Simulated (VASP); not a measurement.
A run of VASP 6.6.1:

POSCAR

```
YC2
1.0
   -1.8375412971      1.8375412971      3.0932061608
    1.8375412971     -1.8375412971      3.0932061608
    1.8375412971      1.8375412971     -3.0932061608
Y C
1 2
Direct
    0.0000000000      0.0000000000      0.0000000000
    0.3955284617      0.3955284617      0.0000000000
    0.6044715383      0.6044715383      0.0000000000
```

INCAR.step1

```
ALGO = Normal
EDIFF = 1E-4
ENCUT = 520
GGA = PE
ISMEAR = 0
LASPH = T
LCHARG = F
LREAL = F
LWAVE = T
NBANDS = 16
NELM = 100
PREC = Accurate
SIGMA = 0.1
```

File INCAR.step2:

```
ALGO = Normal
EDIFF = 1E-7
ENCUT = 520
ISIF = 2
ISMEAR = 0
ISTART = 1
LASPH = T
LCHARG = T
LELF = T
LMIXTAU = T
LREAL = F
LVHAR = T
LWAVE = F
METAGGA = R2SCAN
NBANDS = 16
NELM = 100
PREC = Accurate
SIGMA = 0.1
```

KPOINTS

```
k-points
0
Gamma
  16 16 16
```

Potentials or basis: VASP PAW PBE potentials, release 64 (Y_sv, C).

Run with:

```sh
$ cat potpaw_PBE.64/Y_sv/POTCAR potpaw_PBE.64/C/POTCAR > POTCAR
$ cp INCAR.step1 INCAR
$ mpirun -np 1 vasp_std > vasp.out
$ cp INCAR.step2 INCAR
$ mpirun -np 1 vasp_std > vasp.out
```

Hardware: 1 thread of Intel(R) Xeon(R) Platinum 8488C (Sapphire Rapids), with other jobs on the host.

Task: How long does it take, and how much memory?

Result: Wall time 22 min on 1 thread of Intel(R) Xeon(R) Platinum 8488C (Sapphire Rapids), on a shared host, peak memory 0.38 GiB. Counts: k points 349.
